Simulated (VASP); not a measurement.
Set up this calculation in VASP 6.6.1, as the native input.

| Item | Value |
| --- | --- |
| Task | single point |
| Functional | PBE |
| Potentials or basis | VASP PAW PBE potentials, release 64 (Pt) |
| Cutoff | 520 eV |
| k mesh | 18 × 18 × 10 |
| Occupations | gaussian, width 0.15 eV |
| Spin | no spin polarisation |
| Dipole correction | no |
| Further INCAR settings | ALGO = Fast; EDIFF = 1e-06; NBANDS = 17 |

The structure of Pt lies in POSCAR:

```
Pt
1.0
    2.7585396153      0.0000000000      0.0000000000
   -1.3792698077      2.3889653842      0.0000000000
    0.0000000000      0.0000000000      4.7813829964
Pt
2
Direct
    0.6370961658      0.4141214441      0.7500000000
    0.3629038342      0.5858785559      0.2500000000
```

This cell differs from its parent crystal: atoms displaced along several vibrational modes.

The input as run:

INCAR

```
PREC = Accurate
ENCUT = 520
EDIFF = 1E-6
ISMEAR = 0
SIGMA = 0.15
LREAL = False
LASPH = True
NELM = 100
ALGO = Fast
ISIF = 2
LWAVE = False
LCHARG = True
GGA = PE
LELF = True
LVHAR = True
NBANDS = 17
```

KPOINTS

```
regular mesh
0
Gamma
  18 18 10
```

Potentials or basis: VASP PAW PBE potentials, release 64 (Pt).

Launch:

```sh
$ cat potpaw_PBE.64/Pt/POTCAR > POTCAR
$ mpirun -np 1 vasp_std > vasp.out
```

It gave:

The pressure is 3.6 GPa, the largest force is 0.522 eV/Å and the band gap on the k mesh is zero (bands 10 and 11 overlap by 1.68 eV).

Caveat: the cell differs from its parent crystal (atoms displaced along several vibrational modes); the stress differs along the axes, from -1 to 11 GPa; spin-orbit coupling is left out, which moves the levels of the heavy elements.

It took 6.8 min on 1 thread of Intel(R) Xeon(R) Platinum 8259CL CPU @ 2.50GHz (Skylake/Cascade Lake), with other jobs on the host, peak memory 0.52 GiB.
